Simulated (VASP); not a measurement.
# NiSn3 (Pm-3n) in VASP: single point with PBE

Aim: the single point of NiSn3 with PBE.

Everything below comes from runs of VASP 6.6.1. Logs are shortened: lines on timing, memory, paths and dates and some standing lists are left out, and cuts for length are marked.

## Step 1: The cell of the first run

Symmetry: Pm-3n, No. 223, cubic system. Conventional cell: a = 5.647 Å, b = 5.647 Å, c = 5.647 Å, α = 90.00°, β = 90.00°, γ = 90.00°. Within 4.2 Å of Ni (site symmetry m-3) lie 12 Sn at 3.16 Å. Sn (site symmetry -4m2) has 10 Sn at 2.82 to 3.46 Å and 4 Ni at 3.16 Å within 3.7 Å.

## Step 2: Single point, PBE, collinear spin, ferromagnetic start

The input, INCAR:

```
PREC = Accurate ; ENCUT = 600
EDIFF = 1E-6 ; ISMEAR = 0
SIGMA = 0.1 ; LREAL = F
LASPH = T ; NELM = 200
ALGO = Normal ; ISIF = 2
LWAVE = F ; LCHARG = F
ISPIN = 2 ; MAGMOM = 2 2 0 0 0 0 0 0
LORBIT = 11 ; LMAXMIX = 4
GGA = PE ; NBANDS = 66
GGA_COMPAT = F
```

The input, KPOINTS:

```
regular mesh
0
Gamma
  4 4 4
```

The input, POSCAR:

```
NiSn3
1.0
    5.6471996885      0.0000000000      0.0000000000
    0.0000000000      5.6471996885      0.0000000000
    0.0000000000      0.0000000000      5.6471996885
Ni Sn
2 6
Direct
    0.0000000000      0.0000000000      0.0000000000
    0.5000000000      0.5000000000      0.5000000000
    0.0000000000      0.5000000000      0.2500000000
    0.0000000000      0.5000000000      0.7500000000
    0.2500000000      0.0000000000      0.5000000000
    0.7500000000      0.0000000000      0.5000000000
    0.5000000000      0.7500000000      0.0000000000
    0.5000000000      0.2500000000      0.0000000000
```

Potentials or basis: VASP PAW PBE potentials, release 64 (Ni, Sn_d).

On the command line:

```
cat potpaw_PBE.64/Ni/POTCAR potpaw_PBE.64/Sn_d/POTCAR > POTCAR
mpirun -np 1 vasp_std > vasp.out
```

OUTCAR:

```text
PREC = Accurate
   ENCUT = 600
   EDIFF = 1E-6
   ISMEAR = 0
   LREAL = F
   LASPH = T
   NELM = 200
   ISIF = 2
   ISPIN = 2
   LORBIT = 11
   GGA = PE

 ion  position               nearest neighbor table
   1  0.000  0.000  0.000-   3 3.16   4 3.16   5 3.16   6 3.16   7 3.16   8 3.16   5 3.16   6 3.16
                             3 3.16   4 3.16   7 3.16   8 3.16
   2  0.500  0.500  0.500-   3 3.16   4 3.16   5 3.16   6 3.16   7 3.16   8 3.16   7 3.16   8 3.16
                             5 3.16   6 3.16   3 3.16   4 3.16
   3  0.000  0.500  0.250-   4 2.82   4 2.82   1 3.16   2 3.16   1 3.16   2 3.16   8 3.46   5 3.46
                             6 3.46   5 3.46   6 3.46   7 3.46   7 3.46   8 3.46
   4  0.000  0.500  0.750-   3 2.82   3 2.82   1 3.16   2 3.16   1 3.16   2 3.16   8 3.46   5 3.46
                             6 3.46   5 3.46   6 3.46   7 3.46   7 3.46   8 3.46
   5  0.250  0.000  0.500-   6 2.82   6 2.82   1 3.16   1 3.16   2 3.16   2 3.16   3 3.46   3 3.46
                             4 3.46   4 3.46   8 3.46   7 3.46   7 3.46   8 3.46
   6  0.750  0.000  0.500-   5 2.82   5 2.82   1 3.16   1 3.16   2 3.16   2 3.16   3 3.46   3 3.46
                             4 3.46   4 3.46   8 3.46   7 3.46   7 3.46   8 3.46
   7  0.500  0.750  0.000-   8 2.82   8 2.82   1 3.16   2 3.16   2 3.16   1 3.16   3 3.46   4 3.46
                             3 3.46   4 3.46   5 3.46   6 3.46   5 3.46   6 3.46
   8  0.500  0.250  0.000-   7 2.82   7 2.82   1 3.16   2 3.16   2 3.16   1 3.16   3 3.46   4 3.46
                             3 3.46   4 3.46   5 3.46   6 3.46   5 3.46   6 3.46

  LATTYP: Found a simple cubic cell.
 ALAT       =     5.6471996885

  Lattice vectors:

 A1 = (   5.6471996885,   0.0000000000,   0.0000000000)
 A2 = (   0.0000000000,   5.6471996885,   0.0000000000)
 A3 = (   0.0000000000,   0.0000000000,   5.6471996885)

Analysis of symmetry for initial positions (statically):
=====================================================================
 Subroutine PRICEL returns:
 Original cell was already a primitive cell.

 Routine SETGRP: Setting up the symmetry group for a
 simple cubic supercell.

 Subroutine GETGRP returns: Found 48 space group operations
 (whereof 24 operations were pure point group operations)
 out of a pool of 48 trial point group operations.

The static configuration has the point symmetry T_h .
 The point group associated with its full space group is O_h .

Analysis of symmetry for dynamics (positions and initial velocities):
=====================================================================
 Subroutine PRICEL returns:
 Original cell was already a primitive cell.

 Routine SETGRP: Setting up the symmetry group for a
 simple cubic supercell.

 Subroutine GETGRP returns: Found 48 space group operations
 (whereof 24 operations were pure point group operations)
 out of a pool of 48 trial point group operations.

[... 165 lines left out ...]

 val. band max:        8.5070132928   @ k =   0.5000   0.2500   0.0000
 cond. band min:       8.6364327345   @ k =   0.5000   0.0000   0.0000
 fundamental gap:      0.1294194416
 Fermi energy:         8.5861101893

 spin component 1

 k-point     1 :       0.0000    0.0000    0.0000
  band No.  band energies     occupation
      1     -13.3767      1.00000
      2     -13.3623      1.00000
      3     -13.3623      1.00000
      4     -13.1524      1.00000
      5     -13.1524      1.00000
      6     -13.1524      1.00000
[... 659 lines left out ...]
     63      11.9709      0.00000
     64      11.9709      0.00000
 Fermi energy:         8.5861101893

 spin component 2

 k-point     1 :       0.0000    0.0000    0.0000
  band No.  band energies     occupation
      1     -13.3767      1.00000
      2     -13.3623      1.00000
      3     -13.3623      1.00000
      4     -13.1524      1.00000
      5     -13.1524      1.00000
      6     -13.1524      1.00000
[... 659 lines left out ...]
     63      11.9709      0.00000
     64      11.9709      0.00000
 [bands above 64 left out]

------------------------ aborting loop because EDIFF is reached ----------------------------------------

  FORCE on cell =-STRESS in cart. coord.  units (eV):
  Direction    XX          YY          ZZ          XY          YZ          ZX
  --------------------------------------------------------------------------------------
  -------------------------------------------------------------------------------------
  Total        1.1743882      1.1743882      1.1743882      0.0000000     -0.0000000      0.0000000
  in kB       10.4477514     10.4477514     10.4477514      0.0000000     -0.0000000      0.0000000
  external PRESSURE =      10.4477514 kB  Pullay stress =       0.0000000 kB

 VOLUME and BASIS-vectors are now :
 -----------------------------------------------------------------------------
  energy-cutoff  :      600.00
  volume of cell :      180.09
      direct lattice vectors                 reciprocal lattice vectors
     5.647199688  0.000000000  0.000000000     0.177078916  0.000000000  0.000000000
     0.000000000  5.647199688  0.000000000     0.000000000  0.177078916  0.000000000
     0.000000000  0.000000000  5.647199688     0.000000000  0.000000000  0.177078916

 POSITION                                       TOTAL-FORCE (eV/Angst)
 -----------------------------------------------------------------------------------
      0.00000      0.00000      0.00000         0.000000     -0.000000     -0.000000
      2.82360      2.82360      2.82360         0.000000     -0.000000     -0.000000
      0.00000      2.82360      1.41180         0.000000     -0.000000     -0.000000
      0.00000      2.82360      4.23540        -0.000000      0.000000      0.000000
      1.41180      0.00000      2.82360        -0.000000     -0.000000     -0.000000
      4.23540      0.00000      2.82360         0.000000      0.000000      0.000000
      2.82360      4.23540      0.00000         0.000000      0.000000      0.000000
      2.82360      1.41180      0.00000        -0.000000     -0.000000      0.000000
 -----------------------------------------------------------------------------------
    total drift:                                0.000000     -0.000000      0.000000

  FREE ENERGIE OF THE ION-ELECTRON SYSTEM (eV)
  ---------------------------------------------------
  free  energy   TOTEN  =       -31.7637380158 eV

  energy  without entropy=      -31.7524422838  energy(sigma->0) =      -31.75809015

 total charge

# of ion       s       p       d       tot
------------------------------------------
    1        0.327   0.200   8.422   8.949
    2        0.327   0.200   8.422   8.949
    3        1.277   0.958   9.999  12.234
    4        1.277   0.958   9.999  12.234
    5        1.277   0.958   9.999  12.234
    6        1.277   0.958   9.999  12.234
    7        1.277   0.958   9.999  12.234
    8        1.277   0.958   9.999  12.234
--------------------------------------------------
tot          8.315   6.150  76.838  91.302

 magnetization (x)

# of ion       s       p       d       tot
------------------------------------------
    1       -0.000  -0.000   0.000  -0.000
    2       -0.000  -0.000   0.000  -0.000
    3        0.000   0.000  -0.000   0.000
    4        0.000   0.000  -0.000   0.000
    5        0.000   0.000  -0.000   0.000
    6        0.000   0.000  -0.000   0.000
    7        0.000   0.000  -0.000   0.000
    8        0.000   0.000  -0.000   0.000
--------------------------------------------------
tot          0.000   0.000   0.000   0.000
```

OSZICAR:

```text
N       E                     dE             d eps       ncg     rms          rms(c)
DAV:   1     0.126446457128E+04    0.12645E+04   -0.52113E+04  2802   0.275E+03
DAV:   2     0.205962448473E+03   -0.10585E+04   -0.10310E+04  2640   0.759E+02
DAV:   3    -0.147585414502E+02   -0.22072E+03   -0.21278E+03  2744   0.259E+02
DAV:   4    -0.325051036345E+02   -0.17747E+02   -0.17110E+02  3074   0.757E+01
DAV:   5    -0.330915209221E+02   -0.58642E+00   -0.58409E+00  3210   0.135E+01    0.183E+01
DAV:   6    -0.524434631336E+02   -0.19352E+02   -0.86038E+01  3192   0.736E+01    0.463E+01
DAV:   7    -0.357265988797E+02    0.16717E+02   -0.25990E+01  2940   0.412E+01    0.189E+01
DAV:   8    -0.317347739974E+02    0.39918E+01   -0.69454E+00  3068   0.222E+01    0.703E+00
DAV:   9    -0.318789532840E+02   -0.14418E+00   -0.27837E+00  3314   0.955E+00    0.467E+00
DAV:  10    -0.317954200652E+02    0.83533E-01   -0.44811E-01  3094   0.325E+00    0.349E+00
DAV:  11    -0.317527777498E+02    0.42642E-01   -0.14026E-01  3252   0.267E+00    0.128E+00
DAV:  12    -0.317606189100E+02   -0.78412E-02   -0.24120E-02  2974   0.693E-01    0.795E-01
DAV:  13    -0.317641414457E+02   -0.35225E-02   -0.51471E-03  3092   0.456E-01    0.391E-01
DAV:  14    -0.317629436882E+02    0.11978E-02   -0.47058E-03  3068   0.527E-01    0.318E-01
DAV:  15    -0.317637196023E+02   -0.77591E-03   -0.13294E-03  2912   0.243E-01    0.827E-02
DAV:  16    -0.317637548863E+02   -0.35284E-04   -0.12537E-04  3340   0.698E-02    0.443E-02
DAV:  17    -0.317637380680E+02    0.16818E-04   -0.25794E-05  2726   0.355E-02    0.260E-02
DAV:  18    -0.317637380158E+02    0.52234E-07   -0.73885E-06  2148   0.175E-02
   1 F= -.31763738E+02 E0= -.31758090E+02  d E =-.112957E-01  mag=     0.0007
```

Run time: 7.6 min. Hardware: 1 thread of Intel Xeon 8259CL, shared host; peak memory 0.52 GiB.

What came out:

```yaml
Free_energy: -31.7637 eV
Pressure: 1.0 GPa
Band_gap_on_the_k_mesh: zero (filled and empty bands overlap)
Net_moment: 0.00 μB per cell
Valence_electrons_inside_the_program's_atomic_spheres: Ni 8.95; Sn 12.23
```

Caveat: the moments typed at the start vanished in this run; spin-orbit coupling is left out, which moves the levels of the heavy elements.

The gap in the log of VASP goes by the Fermi energy; the results here count the filled bands.